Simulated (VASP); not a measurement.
Here is a VASP 6.6.1 calculation.

The input INCAR:

```
PREC     = Accurate       # precision mode
ENCUT    = 520            # plane-wave cutoff, eV
EDIFF    = 1E-6           # SCF threshold, eV
ISMEAR   = 0              # smearing method
SIGMA    = 0.05           # smearing width, eV
LREAL    = F              # projectors in reciprocal space
LASPH    = T              # aspherical terms in the spheres
NELM     = 80             # most SCF steps
ALGO     = Normal         # electronic algorithm
ISIF     = 2              # what is computed and relaxed
LWAVE    = F              # write WAVECAR
LCHARG   = F              # write CHGCAR
GGA      = PE             # functional
IBRION   = 2              # ionic algorithm
NSW      = 50             # ionic steps
EDIFFG   = -0.01          # ionic threshold
```

KPOINTS

```
regular mesh
0
Gamma
  12 12 6
```

File POSCAR:

```
SiC
1.0
    3.1723910404      0.0000000000      0.0000000000
   -1.5861955202      2.7473712317      0.0000000000
    0.0000000000      0.0000000000      5.2057566479
Si C
2 2
Direct
    0.3333333333      0.6666666667      0.0045639005
    0.6666666667      0.3333333333      0.5045639005
    0.3333333333      0.6666666667      0.3804360995
    0.6666666667      0.3333333333      0.8804360995
```

Potentials or basis: VASP PAW PBE potentials, release 64 (Si, C).

The run is started by

```bash
$ cat potpaw_PBE.64/Si/POTCAR potpaw_PBE.64/C/POTCAR > POTCAR
$ mpirun -np 1 vasp_std > vasp.out
```

(1) Predict the band gap on the k mesh.

(2) Predict the energy gained by relaxing.

Answers

(1) 2.44 eV, indirect (least direct gap 3.79 eV).

(2) 0.0 meV/atom.
